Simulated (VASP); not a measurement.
A run of VASP 6.6.1 is set up as follows.

Contents of POSCAR:

```
NaCl
1.0
    0.0000000000      2.7940632177      2.7940632177
    2.7940632177      0.0000000000      2.7940632177
    2.7940632177      2.7940632177      0.0000000000
Cl Na
1 1
Direct
    0.5000000000      0.5000000000      0.5000000000
    0.0000000000      0.0000000000      0.0000000000
```

The input INCAR.step1:

```
ALGO = Normal ; EDIFF = 1E-5
ENCUT = 520 ; GGA = PE
ISIF = 2 ; ISMEAR = -1
LASPH = T ; LREAL = F
LWAVE = T ; NBANDS = 14
NELM = 100 ; PREC = Accurate
SIGMA = 0.05
```

The input INCAR.step2:

```
AEXX = 0.5 ; AGGAC = 1.0
AGGAX = 0.5 ; ALDAC = 0.0
ALDAX = 0.5 ; ALGO = Normal
EDIFF = 1E-6 ; ENCUT = 520
GGA = B5 ; ISIF = 2
ISMEAR = -1 ; ISTART = 1
LASPH = T ; LCHARG = T
LELF = T ; LHFCALC = T
LREAL = F ; LVHAR = T
LWAVE = F ; NBANDS = 14
NELM = 100 ; PREC = Accurate
PRECFOCK = Normal ; SIGMA = 0.05
```

File KPOINTS:

```
k-points
0
Gamma
  5 5 5
```

Potentials or basis: VASP PAW PBE potentials, release 64 (Cl, Na_pv).

Command:

```console
$ cat potpaw_PBE.64/Cl/POTCAR potpaw_PBE.64/Na_pv/POTCAR > POTCAR
$ cp INCAR.step1 INCAR
$ mpirun -np 1 vasp_std > vasp.out
$ cp INCAR.step2 INCAR
$ mpirun -np 1 vasp_std > vasp.out
```

(1) Estimate the pressure.

(2) What does it give for the band gap on the k mesh?

## Answers

(1) 0.6 GPa.

(2) 9.44 eV, direct.

Caveat: the PAW data sets were made with another functional, which shifts forces and pressure a little.
